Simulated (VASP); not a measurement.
# LiNbO3 (R3c) in VASP: notebook, part 3 of 4

VASP 6.6.1. The steps go on from the part before.

### 5 Single point, PBE (11.60 Å³/atom)

Contents of INCAR:

```
PREC     = Accurate       # precision mode
ENCUT    = 520            # plane-wave cutoff, eV
EDIFF    = 1E-6           # SCF threshold, eV
ISMEAR   = 0              # smearing method
SIGMA    = 0.05           # smearing width, eV
LREAL    = False          # projectors in reciprocal space
LASPH    = True           # aspherical terms in the spheres
NELM     = 100            # most SCF steps
ALGO     = Normal         # electronic algorithm
ISIF     = 2              # what is computed and relaxed
LWAVE    = False          # write WAVECAR
LCHARG   = False          # write CHGCAR
GGA      = PE             # functional
NBANDS   = 45             # bands
```

Contents of KPOINTS:

```
Automatic mesh
0
Gamma
  6 6 6
```

Contents of POSCAR:

```
LiNbO3
1.0
    2.7209750440      1.5709556741      4.5213535315
   -2.7209750440      1.5709556741      4.5213535315
    0.0000000000     -3.1419113482      4.5213535315
Li Nb O
2 2 6
Direct
    0.2815913687      0.2815913687      0.2815913687
    0.7815913687      0.7815913687      0.7815913687
    0.0004900497      0.0004900497      0.0004900497
    0.5004900497      0.5004900497      0.5004900497
    0.1104619503      0.3580262714      0.7211003599
    0.7211003599      0.1104619503      0.3580262714
    0.3580262714      0.7211003599      0.1104619503
    0.2211003599      0.8580262714      0.6104619503
    0.8580262714      0.6104619503      0.2211003599
    0.6104619503      0.2211003599      0.8580262714
```

Potentials or basis: VASP PAW PBE potentials, release 64 (Li_sv, Nb_sv, O).

The run is started by

```
cat potpaw_PBE.64/Li_sv/POTCAR potpaw_PBE.64/Nb_sv/POTCAR potpaw_PBE.64/O/POTCAR > POTCAR
mpirun -np 1 vasp_std > vasp.out
```

OUTCAR:

```text
PREC = Accurate
   ENCUT = 520
   EDIFF = 1E-6
   ISMEAR = 0
   LREAL = False
   LASPH = True
   NELM = 100
   ISIF = 2
   GGA = PE

 ion  position               nearest neighbor table
   1  0.282  0.282  0.282-   8 2.16  10 2.16   9 2.16   5 2.29   7 2.29   6 2.29
   2  0.782  0.782  0.782-   7 2.16   6 2.16   5 2.16   9 2.29   8 2.29  10 2.29
   3  0.000  0.000  0.000-   5 1.94   6 1.94   7 1.94   9 2.19   8 2.19  10 2.19
   4  0.500  0.500  0.500-   9 1.94  10 1.94   8 1.94   5 2.19   7 2.19   6 2.19
   5  0.110  0.358  0.721-   3 1.94   2 2.16   4 2.19   1 2.29
   6  0.721  0.110  0.358-   3 1.94   2 2.16   4 2.19   1 2.29
   7  0.358  0.721  0.110-   3 1.94   2 2.16   4 2.19   1 2.29
   8  0.221  0.858  0.610-   4 1.94   1 2.16   3 2.19   2 2.29
   9  0.858  0.610  0.221-   4 1.94   1 2.16   3 2.19   2 2.29
  10  0.610  0.221  0.858-   4 1.94   1 2.16   3 2.19   2 2.29

  LATTYP: Found a trigonal (rhomboedric) cell.
 ALAT       =     5.5058373275
 COS(alpha) =     0.5115362254

  Lattice vectors:

 A1 = (   2.7209750440,   1.5709556741,   4.5213535315)
 A2 = (  -2.7209750440,   1.5709556741,   4.5213535315)
 A3 = (   0.0000000000,  -3.1419113482,   4.5213535315)

Analysis of symmetry for initial positions (statically):
=====================================================================
 Subroutine PRICEL returns:
 Original cell was already a primitive cell.

 Routine SETGRP: Setting up the symmetry group for a
 trigonal (rhombohedral) supercell.

 Subroutine GETGRP returns: Found  6 space group operations
 (whereof  3 operations were pure point group operations)
 out of a pool of 12 trial point group operations.

The static configuration has the point symmetry C_3 .
 The point group associated with its full space group is C_3v.

Analysis of symmetry for dynamics (positions and initial velocities):
=====================================================================
 Subroutine PRICEL returns:
 Original cell was already a primitive cell.

 Routine SETGRP: Setting up the symmetry group for a
 trigonal (rhombohedral) supercell.

 Subroutine GETGRP returns: Found  6 space group operations
 (whereof  3 operations were pure point group operations)
 out of a pool of 12 trial point group operations.

The dynamic configuration has the point symmetry C_3 .
 The point group associated with its full space group is C_3v.

 Subroutine INISYM returns: Found  6 space group operations
 (whereof  3 operations are pure point group operations),
 and found     1 'primitive' translations

----------------------------------------------------------------------------------------

                                     Primitive cell

  volume of cell :     115.9600

  direct lattice vectors                    reciprocal lattice vectors
     2.720975044  1.570955674  4.521353531     0.183757657  0.106092533  0.073724236
    -2.720975044  1.570955674  4.521353531    -0.183757657  0.106092533  0.073724236
     0.000000000 -3.141911348  4.521353531     0.000000000 -0.212185066  0.073724236

  length of vectors
     5.505837327  5.505837327  5.505837327     0.224628060  0.224628060  0.224628060

  position of ions in fractional coordinates (direct lattice)
     0.281591369  0.281591369  0.281591369
[... 75 lines left out ...]
 [... further k-points ...]
   k-points           NKPTS =     32   k-points in BZ     NKDIM =     32   number of bands    NBANDS=     45
   number of dos      NEDOS =    301   number of ions     NIONS =     10
   total plane-waves  NPLWV =  74088
   dimension x,y,z NGX =    42 NGY =   42 NGZ =   42
   dimension x,y,z NGXF=    84 NGYF=   84 NGZF=   84
   ions per type =               2   2   6
   NGX,Y,Z   is equivalent  to a cutoff of  12.68, 12.68, 12.68 a.u.
   NGXF,Y,Z  is equivalent  to a cutoff of  25.36, 25.36, 25.36 a.u.
 SYSTEM =  unknown system
   PREC   = accura    normal or accurate (medium, high low for compatibility)
   ISTART =      0    job   : 0-new  1-cont  2-samecut
   ICHARG =      2    charge: 1-file 2-atom 10-const
   ISPIN  =      1    spin polarized calculation?
   LNONCOLLINEAR =      F non collinear calculations
   LSORBIT =      F    spin-orbit coupling
   LASPH  =      T    aspherical Exc in radial PAW
   ENCUT  =  520.0 eV  38.22 Ry    6.18 a.u.  10.24 10.24 10.24*2*pi/ulx,y,z
   NELM   =    100;   NELMIN=  2; NELMDL= -5     # of ELM steps
   EDIFF  = 0.1E-05   stopping-criterion for ELM
   LREAL  =      F    real-space projection
   EDIFFG = 0.1E-04   stopping-criterion for IOM
   NSW    =      0    number of steps for IOM
   IBRION =     -1    ionic relax: 0-MD 1-quasi-New 2-CG
   NFREE  =      0    steps in history (QN), initial steepest desc. (CG)
   ISIF   =      2    stress and relaxation
   ISYM   =      2    0-nonsym 1-usesym 2-fastsym
   POTIM  = 0.5000    time-step for ionic-motion
   TEBEG  =    0.0;   TEEND  =   0.0 temperature during run
   PSTRESS=    0.0 pullay stress
   NELECT =      68.0000    total number of electrons
   NUPDOWN=      -1.0000    fix difference up-down
   EMIN   =  10.00;   EMAX   =-10.00  energy-range for DOS
   EFERMI =   0.00;   METHOD = LEGACY
   ISMEAR =     0;   SIGMA  =   0.05  broadening in eV -4-tet -1-fermi 0-gaus
   EFERMI_NEDOS =   21; number of points for ismear=-14 and -15
   IALGO  =     38    algorithm
   IMIX   =      4    mixing-type and parameters
     AMIX     =   0.40;   BMIX     =  1.00
     AMIX_MAG =   1.60;   BMIX_MAG =  1.00
  volume/ion in A,a.u.               =      11.60        78.25
  Fermi-wavevector in a.u.,A,eV,Ry     =   1.370277  2.589448 25.547106  1.877659
  Thomas-Fermi vector in A             =   2.496078
   LORBIT       =      0    0 simple, 1 ext, 2 COOP (PROOUT), +10 PAW based schemes
   GGA     = PE    functional components
   LHFCALC =     F    Hartree Fock is set to
   AEXX    =    0.0000 exact exchange contribution
   IVDW    =     0    specifies the selected vdW correction
   LEPSILON=     F    determine dielectric tensor
   LRPA    =     F    only Hartree local field effects (RPA)
 non-spin polarized calculation
 Gauss-broadening in eV      SIGMA  =   0.05
  energy-cutoff  :      520.00
  volume of cell :      115.96
 maximum number of plane-waves:      3140
 NGX is ok and might be reduce to    42
   NGX = 21   NGY = 21   NGZ = 21

 number of electron      68.0000005 magnetization

 Free energy of the ion-electron system (eV)
  ---------------------------------------------------
  ext. energy  EPLUGINS =         0.00000000
  ---------------------------------------------------
  free energy    TOTEN  =       -79.48130073 eV

  energy without entropy =      -79.48130073  energy(sigma->0) =      -79.48130073

 E-fermi :   3.0673     XC(G=0): -10.3743

 val. band max:        2.8270221558   @ k =   0.1667   0.1667   0.1667
 cond. band min:       5.9709412373   @ k =   0.5000   0.3333   0.0000
 fundamental gap:      3.1439190814
 Fermi energy:         3.0672900351

 k-point     1 :       0.0000    0.0000    0.0000
  band No.  band energies     occupation
      1     -51.7654      2.00000
      2     -51.7559      2.00000
      3     -40.0623      2.00000
      4     -40.0607      2.00000
      5     -27.8949      2.00000
      6     -27.8949      2.00000
[... 1141 lines left out ...]
     44      11.4254      0.00000
     45      12.5231      0.00000

 [... further k-points ...]

------------------------ aborting loop because EDIFF is reached ----------------------------------------

  FORCE on cell =-STRESS in cart. coord.  units (eV):
  Direction    XX          YY          ZZ          XY          YZ          ZX
  --------------------------------------------------------------------------------------
  -------------------------------------------------------------------------------------
  Total      -12.5246640    -12.5246640     -2.1544652      0.0000000      0.0000000      0.0000000
  in kB     -173.0487472   -173.0487472    -29.7674658      0.0000000      0.0000000      0.0000000
  external PRESSURE =    -125.2883200 kB  Pullay stress =       0.0000000 kB

 VOLUME and BASIS-vectors are now :
 -----------------------------------------------------------------------------
  energy-cutoff  :      520.00
  volume of cell :      115.96
      direct lattice vectors                 reciprocal lattice vectors
     2.720975044  1.570955674  4.521353531     0.183757657  0.106092533  0.073724236
    -2.720975044  1.570955674  4.521353531    -0.183757657  0.106092533  0.073724236
     0.000000000 -3.141911348  4.521353531     0.000000000 -0.212185066  0.073724236

 POSITION                                       TOTAL-FORCE (eV/Angst)
 -----------------------------------------------------------------------------------
      0.00000      0.00000      3.81952         0.000000     -0.000000     -0.113381
      0.00000      0.00000     10.60155         0.000000     -0.000000     -0.113381
      0.00000      0.00000      0.00665         0.000000     -0.000000      0.608838
      0.00000      0.00000      6.78868         0.000000     -0.000000      0.608838
     -0.67362     -1.52966      5.37855         0.706923     -0.603263     -0.165152
      1.66153      0.18146      5.37855         0.168979      0.913845     -0.165152
     -0.98792      1.34820      5.37855        -0.875903     -0.310582     -0.165152
     -1.73306     -0.22276      7.63923         0.875903     -0.310582     -0.165152
      0.67362      1.61225      7.63923        -0.706923     -0.603263     -0.165152
      1.05944     -1.38949      7.63923        -0.168979      0.913845     -0.165152
 -----------------------------------------------------------------------------------
    total drift:                                0.000000      0.000001      0.000513

  FREE ENERGIE OF THE ION-ELECTRON SYSTEM (eV)
  ---------------------------------------------------
  free  energy   TOTEN  =       -79.4813007339 eV

  energy  without entropy=      -79.4813007339  energy(sigma->0) =      -79.48130073
```

It took 6.5 min on 1 thread of Intel Xeon 8259CL, shared host; peak memory 0.33 GiB.

What came out:

```yaml
Free_energy: -79.4813 eV
Largest_force: 0.944 eV/Å
Band_gap_on_the_k_mesh: 3.14 eV (least direct gap 3.22 eV)
```

Forces in eV/Å, atoms in the order of the input:
```
Li   0.000  0.000 -0.113
Li   0.000  0.000 -0.113
Nb   0.000  0.000  0.609
Nb   0.000  0.000  0.609
O    0.707 -0.603 -0.165
O    0.169  0.914 -0.165
O   -0.876 -0.311 -0.165
O    0.876 -0.311 -0.165
O   -0.707 -0.603 -0.165
O   -0.169  0.914 -0.165
```

Caveat: the cutoff is under 1.25 times the usual one of these potentials, so pressure, stress and relaxed cells hold a basis-set (Pulay) error.

[end of part 3 of 4]
